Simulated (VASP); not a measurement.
# TiSi2 (Cmcm) in VASP: single point with LDA

Aim: the single point of TiSi2 with LDA.

All numbers are computed with VASP 6.6.1; they aren't measurements. Logs are shortened: lines on timing, memory, paths and dates and some standing lists are left out, and cuts for length are marked.

### Step 1. The cell of the first run

The structure is orthorhombic, space group Cmcm (No. 63). The conventional cell has a = 3.488 Å, b = 13.260 Å, c = 3.531 Å, α = 90.00°, β = 90.00°, γ = 90.00°. Within 3.4 Å of Ti (site symmetry m2m) lie 10 Si at 2.55 to 2.77 Å and 2 Ti at 3.24 Å. Si (site symmetry m2m) has 6 Si at 2.37 to 3.08 Å and 6 Ti at 2.55 to 2.77 Å within 3.1 Å. Within 3.3 Å of Si (site symmetry m2m) lie 8 Si at 2.48 to 3.08 Å and 4 Ti at 2.62 to 2.63 Å.

### Step 2. Single point, LDA

The input, INCAR:

```
PREC     = Accurate       # precision mode
ENCUT    = 520            # plane-wave cutoff, eV
EDIFF    = 1E-6           # SCF threshold, eV
ISMEAR   = 0              # smearing method
SIGMA    = 0.1            # smearing width, eV
LREAL    = False          # projectors in reciprocal space
LASPH    = True           # aspherical terms in the spheres
NELM     = 80             # most SCF steps
ALGO     = Normal         # electronic algorithm
ISIF     = 2              # what is computed and relaxed
LWAVE    = False          # write WAVECAR
LCHARG   = False          # write CHGCAR
NBANDS   = 29             # bands
```

The input, KPOINTS:

```
Automatic mesh
0
Gamma
  10 10 10
```

The input, POSCAR:

```
TiSi2
1.0
    1.7438084549     -6.6301738048      0.0000000000
    1.7438084549      6.6301738048      0.0000000000
    0.0000000000      0.0000000000      3.5306978214
Ti Si
2 4
Direct
    0.8974770112      0.1025229888      0.7500000000
    0.1025229888      0.8974770112      0.2500000000
    0.5597896859      0.4402103141      0.7500000000
    0.4402103141      0.5597896859      0.2500000000
    0.2496795917      0.7503204083      0.7500000000
    0.7503204083      0.2496795917      0.2500000000
```

Potentials or basis: VASP PAW LDA potentials, release 64 (Ti_sv, Si).

Started as:

```
$ cat potpaw_LDA.64/Ti_sv/POTCAR potpaw_LDA.64/Si/POTCAR > POTCAR
$ mpirun -np 1 vasp_std > vasp.out
```

OUTCAR:

```text
PREC = Accurate
   ENCUT = 520
   EDIFF = 1E-6
   ISMEAR = 0
   LREAL = False
   LASPH = True
   NELM = 80
   ISIF = 2

 ion  position               nearest neighbor table
   1  0.897  0.103  0.750-   4 2.55   4 2.55   4 2.55   4 2.55   5 2.62   5 2.62   6 2.63   6 2.63
                             3 2.77   3 2.77
   2  0.103  0.897  0.250-   3 2.55   3 2.55   3 2.55   3 2.55   6 2.62   6 2.62   5 2.63   5 2.63
                             4 2.77   4 2.77
   3  0.560  0.440  0.750-   4 2.37   4 2.37   2 2.55   2 2.55   2 2.55   2 2.55   1 2.77   1 2.77
                             5 3.06   5 3.06   6 3.08   6 3.08
   4  0.440  0.560  0.250-   3 2.37   3 2.37   1 2.55   1 2.55   1 2.55   1 2.55   2 2.77   2 2.77
                             6 3.06   6 3.06   5 3.08   5 3.08
   5  0.250  0.750  0.750-   6 2.48   6 2.48   6 2.48   6 2.48   1 2.62   1 2.62   2 2.63   2 2.63
                             3 3.06   3 3.06   4 3.08   4 3.08
   6  0.750  0.250  0.250-   5 2.48   5 2.48   5 2.48   5 2.48   2 2.62   2 2.62   1 2.63   1 2.63
                             4 3.06   4 3.06   3 3.08   3 3.08

  LATTYP: Found a base centered orthorhombic cell.
 ALAT       =     3.4876169098
 B/A-ratio  =     3.8021227539
 C/A-ratio  =     1.0123525355

  Lattice vectors:

 A1 = (   1.7438084549,  -6.6301738048,   0.0000000000)
 A2 = (   1.7438084549,   6.6301738048,   0.0000000000)
 A3 = (   0.0000000000,   0.0000000000,   3.5306978214)

Analysis of symmetry for initial positions (statically):
=====================================================================
 Subroutine PRICEL returns:
 Original cell was already a primitive cell.

 Routine SETGRP: Setting up the symmetry group for a
 base centered orthorhombic supercell.

 Subroutine GETGRP returns: Found  8 space group operations
 (whereof  4 operations were pure point group operations)
 out of a pool of  8 trial point group operations.

The static configuration has the point symmetry C_2h.
 The point group associated with its full space group is D_2h.

Analysis of symmetry for dynamics (positions and initial velocities):
=====================================================================
 Subroutine PRICEL returns:
 Original cell was already a primitive cell.

 Routine SETGRP: Setting up the symmetry group for a
 base centered orthorhombic supercell.

 Subroutine GETGRP returns: Found  8 space group operations
 (whereof  4 operations were pure point group operations)
 out of a pool of  8 trial point group operations.

The dynamic configuration has the point symmetry C_2h.
 The point group associated with its full space group is D_2h.

 Subroutine INISYM returns: Found  8 space group operations
 (whereof  4 operations are pure point group operations),
[... 111 lines left out ...]
   ISYM   =      2    0-nonsym 1-usesym 2-fastsym
   POTIM  = 0.5000    time-step for ionic-motion
   TEBEG  =    0.0;   TEEND  =   0.0 temperature during run
   PSTRESS=    0.0 pullay stress
   NELECT =      40.0000    total number of electrons
   NUPDOWN=      -1.0000    fix difference up-down
   EMIN   =  10.00;   EMAX   =-10.00  energy-range for DOS
   EFERMI =   0.00;   METHOD = LEGACY
   ISMEAR =     0;   SIGMA  =   0.10  broadening in eV -4-tet -1-fermi 0-gaus
   EFERMI_NEDOS =   21; number of points for ismear=-14 and -15
   IALGO  =     38    algorithm
   IMIX   =      4    mixing-type and parameters
     AMIX     =   0.40;   BMIX     =  1.00
     AMIX_MAG =   1.60;   BMIX_MAG =  1.00
  volume/ion in A,a.u.               =      13.61        91.82
  Fermi-wavevector in a.u.,A,eV,Ry     =   1.290595  2.438871 22.662357  1.665636
  Thomas-Fermi vector in A             =   2.422417
   LORBIT       =      0    0 simple, 1 ext, 2 COOP (PROOUT), +10 PAW based schemes
   GGA     = CA    functional components
   LHFCALC =     F    Hartree Fock is set to
   AEXX    =    0.0000 exact exchange contribution
   IVDW    =     0    specifies the selected vdW correction
   LEPSILON=     F    determine dielectric tensor
   LRPA    =     F    only Hartree local field effects (RPA)
 non-spin polarized calculation
 Gauss-broadening in eV      SIGMA  =   0.10
  energy-cutoff  :      520.00
  volume of cell :       81.64
 maximum number of plane-waves:      2235
 NGX is ok and might be reduce to    54
   NGX = 25   NGY = 25   NGZ = 13

 number of electron      40.0000000 magnetization

 Free energy of the ion-electron system (eV)
  ---------------------------------------------------
  ext. energy  EPLUGINS =         0.00000000
  ---------------------------------------------------
  free energy    TOTEN  =       -45.01223989 eV

  energy without entropy =      -45.00467505  energy(sigma->0) =      -45.00845747

 E-fermi :  10.9534     XC(G=0): -11.9855

 val. band max:       10.9483169765   @ k =  -0.1000   0.1000   0.3000
 cond. band min:      10.9898331989   @ k =   0.5000   0.4000   0.0000
 fundamental gap:      0.0415162223
 Fermi energy:        10.9533992536

 k-point     1 :       0.0000    0.0000    0.0000
  band No.  band energies     occupation
      1     -45.0381      2.00000
      2     -45.0249      2.00000
      3     -21.8006      2.00000
      4     -21.7553      2.00000
      5     -21.7516      2.00000
      6     -21.7346      2.00000
[... 757 lines left out ...]
     28      14.4576      0.00000
     29      14.5409      0.00000

 [... further k-points ...]

------------------------ aborting loop because EDIFF is reached ----------------------------------------

  FORCE on cell =-STRESS in cart. coord.  units (eV):
  Direction    XX          YY          ZZ          XY          YZ          ZX
  --------------------------------------------------------------------------------------
  -------------------------------------------------------------------------------------
  Total        0.0821642      0.0641453      0.0844271      0.0000000      0.0000000      0.0000000
  in kB        1.6124236      1.2588122      1.6568306      0.0000000      0.0000000      0.0000000
  external PRESSURE =       1.5093555 kB  Pullay stress =       0.0000000 kB

 VOLUME and BASIS-vectors are now :
 -----------------------------------------------------------------------------
  energy-cutoff  :      520.00
  volume of cell :       81.64
      direct lattice vectors                 reciprocal lattice vectors
     1.743808455 -6.630173805  0.000000000     0.286728739 -0.075412804  0.000000000
     1.743808455  6.630173805  0.000000000     0.286728739  0.075412804  0.000000000
     0.000000000  0.000000000  3.530697821     0.000000000  0.000000000  0.283230129

 POSITION                                       TOTAL-FORCE (eV/Angst)
 -----------------------------------------------------------------------------------
      1.74381     -5.27068      2.64802         0.000000     -0.003542     -0.000000
      1.74381      5.27068      0.88267         0.000000      0.003542      0.000000
      1.74381     -0.79283      2.64802         0.000000      0.005177      0.000000
      1.74381      0.79283      0.88267         0.000000     -0.005177      0.000000
      1.74381      3.31934      2.64802         0.000000      0.000109      0.000000
      1.74381     -3.31934      0.88267         0.000000     -0.000109      0.000000
 -----------------------------------------------------------------------------------
    total drift:                                0.000000     -0.000000      0.000000

  FREE ENERGIE OF THE ION-ELECTRON SYSTEM (eV)
  ---------------------------------------------------
  free  energy   TOTEN  =       -45.0122398931 eV

  energy  without entropy=      -45.0046750478  energy(sigma->0) =      -45.00845747
```

Wall time 28 min (1 thread of AMD EPYC 7R13, shared host); peak memory 0.45 GiB.

Results:

```yaml
Free_energy: -45.0122 eV
Pressure: 0.2 GPa
Largest_force: 0.005 eV/Å
Band_gap_on_the_k_mesh: zero (band 20 reaches 11.41 eV, above the bottom of band 21 at 10.37 eV)
```

Forces on the atoms (eV/Å):
```
Ti   0.000 -0.004  0.000
Ti   0.000  0.004  0.000
Si   0.000  0.005  0.000
Si   0.000 -0.005  0.000
Si   0.000  0.000  0.000
Si   0.000  0.000  0.000
```

Levels at points of the mesh, in eV from the Fermi level:
```
           k point  band 18  band 19  band 20  band 21  band 22  band 23
(0.00, 0.00, 0.00)    -2.03    -2.00     0.45     0.84     0.90     0.91
(0.50, 0.00, 0.00)    -1.36    -0.68    -0.59    -0.59     1.30     1.58
(0.50, 0.50, 0.00)    -1.87    -1.19     0.37     0.66     0.72     0.94
(0.00, 0.00, 0.50)    -1.69    -0.02    -0.02     1.04     1.04     1.58
(0.50, 0.00, 0.50)    -3.16    -2.52    -2.52     1.81     1.81     1.93
(0.50, 0.50, 0.50)    -2.11    -0.90    -0.90     0.58     0.58     1.70
```
